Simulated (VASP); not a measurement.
Wanted: the native input for a VASP 6.6.1 run.

```yaml
Task: single point
Functional: PBEsol
Potentials_or_basis: VASP PAW PBE potentials, release 64 (Y_sv)
Cutoff: 520 eV
k_mesh: 18 × 18 × 10
Occupations: gaussian, width 0.15 eV
Spin: no spin polarisation
Dipole_correction: no
Further_INCAR_settings: ALGO = Fast; EDIFF = 1e-06; NBANDS = 18
```

The structure of Y lies in POSCAR:

```
Y
1.0
    3.3457238853      0.0000000000      0.0000000000
   -1.6728619426      2.8974818787      0.0000000000
    0.0000000000      0.0000000000      6.8459489850
Y
2
Direct
    0.3333333333      0.6666666667      0.2500000000
    0.6666666667      0.3333333333      0.7500000000
```

This cell differs from its parent crystal: ratio of the length along z to the lengths across it x 1.3, volume and fractional coordinates fixed.

One way to write it, as run:

INCAR

```
SYSTEM = Y
PREC = Accurate ; ENCUT = 520
EDIFF = 1E-6 ; ISMEAR = 0
SIGMA = 0.15 ; LREAL = .False.
LASPH = .True. ; NELM = 60
ALGO = Fast ; ISIF = 2
LWAVE = .False. ; LCHARG = .False.
GGA = PS ; NBANDS = 18
```

KPOINTS

```
Automatic mesh
0
Gamma
  18 18 10
  0 0 0
```

Potentials or basis: VASP PAW PBE potentials, release 64 (Y_sv).

Command:

```bash
$ cat potpaw_PBE.64/Y_sv/POTCAR > POTCAR
$ mpirun -np 1 vasp_std > vasp.out
```

It gave:

- Pressure: -1.3 GPa
- Band gap on the k mesh: zero (band 11 reaches 3.06 eV, above the bottom of band 12 at 2.41 eV)

Caveat: the PAW data sets were made with another functional, which shifts forces and pressure a little.

It used 870 s of CPU time on 1 thread of AMD EPYC 7R13 Processor (Zen 3), with other jobs on the host.
